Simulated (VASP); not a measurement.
Pt: single point with PBE

The system is Pt.

```
CELL_PARAMETERS angstrom
2.78325 0.00000 0.00000
-1.39163 2.41037 0.00000
0.00000 0.00000 9.35687
ATOMIC_POSITIONS crystal
Pt 0.00000 0.00000 0.00000
Pt 0.00000 0.00000 0.50000
Pt 0.33333 0.66667 0.25000
Pt 0.66667 0.33333 0.75000
```

This isn't the form of Pt at room conditions, which is fcc.

- Program: VASP 6.6.1
- Task: single point
- Functional: PBE
- Potentials or basis: VASP PAW PBE potentials, release 64 (Pt)
- Cutoff: 520 eV
- k mesh: 17 × 17 × 5
- Occupations: fermi-dirac, width 0.05 eV
- Spin: collinear spin
- Starting moments: [1.0, 1.0, 1.0, 1.0] μB

| Quantity | Value |
| --- | --- |
| Pressure | -0.5 GPa |
| Band gap on the k mesh | zero (filled and empty bands overlap) |
| Net moment | 0.00 μB per cell |
| Valence electrons inside the program's atomic spheres | Pt 9.20 |

Stress tensor (GPa, compression positive):
```
-0.40  0.00  0.00
 0.00 -0.40  0.00
 0.00  0.00 -0.72
```

Levels at points of the mesh, in eV from the Fermi level:
Spin up:
```csv
k point,band 18,band 19,band 20,band 21,band 22,band 23
"(0.00, 0.00, 0.00)",-1.25,-1.25,-0.85,-0.85,-0.54,-0.12
```
Spin down:
```csv
k point,band 18,band 19,band 20,band 21,band 22,band 23
"(0.00, 0.00, 0.00)",-1.25,-1.25,-0.85,-0.85,-0.54,-0.12
```

It took 5.9 min on 1 thread of Intel(R) Xeon(R) Platinum 8488C (Sapphire Rapids) (shared host), peak memory 0.4 GiB.

Caveat: spin-orbit coupling is left out, which moves the levels of the heavy elements.
